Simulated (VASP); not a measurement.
A run of VASP 6.6.1 is set up as follows.

File POSCAR:

```
CuCl
1.0
    0.0000000000      2.7100000000      2.7100000000
    2.7100000000      0.0000000000      2.7100000000
    2.7100000000      2.7100000000      0.0000000000
Cu Cl
1 1
Direct
    0.0000000000      0.0000000000      0.0000000000
    0.2500000000      0.2500000000      0.2500000000
```

INCAR.step1

```
ALGO     = Normal         # electronic algorithm
EDIFF    = 1E-8           # SCF threshold, eV
ENCUT    = 500            # plane-wave cutoff, eV
GGA      = PE             # functional
ISMEAR   = 0              # smearing method
LASPH    = True           # aspherical terms in the spheres
LCHARG   = False          # write CHGCAR
LREAL    = False          # projectors in reciprocal space
LWAVE    = True           # write WAVECAR
NELM     = 100            # most SCF steps
PREC     = Accurate       # precision mode
SIGMA    = 0.01           # smearing width, eV
```

INCAR.step2

```
ALGO     = Exact          # electronic algorithm
EDIFF    = 1E-8           # SCF threshold, eV
ENCUT    = 500            # plane-wave cutoff, eV
GGA      = PE             # functional
ISMEAR   = 0              # smearing method
ISTART   = 1            
LASPH    = True           # aspherical terms in the spheres
LCHARG   = False          # write CHGCAR
LOPTICS  = True           # frequency-dependent dielectric function
LREAL    = False          # projectors in reciprocal space
LWAVE    = True           # write WAVECAR
NBANDS   = 281            # bands
NELM     = 1              # most SCF steps
PREC     = Accurate       # precision mode
SIGMA    = 0.01           # smearing width, eV
```

The input INCAR.step3:

```
ALGO     = EVGW0          # electronic algorithm
EDIFF    = 1E-8           # SCF threshold, eV
ENCUT    = 500            # plane-wave cutoff, eV
ENCUTGW  = 143.3          # cutoff of the response function
GGA      = PE             # functional
ISMEAR   = 0              # smearing method
ISTART   = 1            
LASPH    = True           # aspherical terms in the spheres
LCHARG   = False          # write CHGCAR
LREAL    = False          # projectors in reciprocal space
LWAVE    = False          # write WAVECAR
NBANDS   = 281            # bands
NBANDSGW = 17           
NELMGW   = 1            
NOMEGA   = 48             # frequency points
PREC     = Accurate       # precision mode
PRECFOCK = Fast         
SIGMA    = 0.01           # smearing width, eV
```

KPOINTS

```
k-points
0
Gamma
  2 2 2
```

Potentials or basis: VASP PAW PBE potentials, release 64 (Cu_GW, Cl_GW).

The run is started by

```console
$ cat potpaw_PBE.64/Cu_GW/POTCAR potpaw_PBE.64/Cl_GW/POTCAR > POTCAR
$ cp INCAR.step1 INCAR
$ mpirun -np 1 vasp_std > vasp.out
$ cp INCAR.step2 INCAR
$ mpirun -np 1 vasp_std > vasp.out
$ cp INCAR.step3 INCAR
$ mpirun -np 1 vasp_std > vasp.out
```

Problem. What does it give for the quasiparticle gap?

Solution. 1.23 eV.

Problem. Predict the least direct quasiparticle gap.

Solution. 1.23 eV.

Problem. Predict the least direct gap of the starting levels on the mesh.

Solution. 0.62 eV.

Caveat: the k points lie up to 1.00 Å⁻¹ apart; bands, screening cutoff and mesh are small and nothing is extrapolated, so the quasiparticle values aren't converged.
